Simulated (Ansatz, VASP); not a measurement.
One calculation of Sc3W, two programs

```
CELL_PARAMETERS angstrom
3.09153 0.00000 0.00000
-1.54577 2.67735 0.00000
0.00000 0.00000 10.21088
ATOMIC_POSITIONS crystal
Sc 0.66667 0.33333 0.50000
Sc 0.33333 0.66667 0.23042
Sc 0.33333 0.66667 0.76958
W 0.66667 0.33333 0.00000
```

Change from the starting cell: species swapped into the Zn3Ag type (P-6m2, No. 187).

Alike in both runs: task single point; functional PBE; k mesh 6 × 6 × 2; occupations gaussian, width 0.1 eV; collinear spin.

|  | VASP | Ansatz |
| --- | --- | --- |
| version | VASP 6.6.1 | Ansatz 0.2.0 |
| potentials or method | VASP PAW PBE potentials, release 64 (Sc_sv, W_sv), cutoff 520 eV | scalar-relativistic, plane waves, PAW |
| valence electrons in the cell | 47 | 47 |

```tsv
	VASP	Ansatz	Ansatz less VASP
gap on the k mesh at the Fermi level (eV)	none	none	-
pressure (GPa)	0.3	0.2	-0.10
traceless stress, the component that is largest in VASP (GPa)	-0.58	-0.61	-0.030
rms of the force components (eV/Å)	0.014	0.018	+0.0038
net moment per atom (μB)	0.20	0.20	+0.001
size of the moment on the site where the two differ most (μB)	0.37	0.39	+0.020
```

Site moments also hang on the region over which each program counts them. Atom by atom the forces differ by 0.004 eV/Å (rms over components). A gap of «none» marks a metal or a gap that the smearing closes.

The k mesh is coarse, so the values compare programs but aren't converged. Spin-orbit coupling is off throughout.
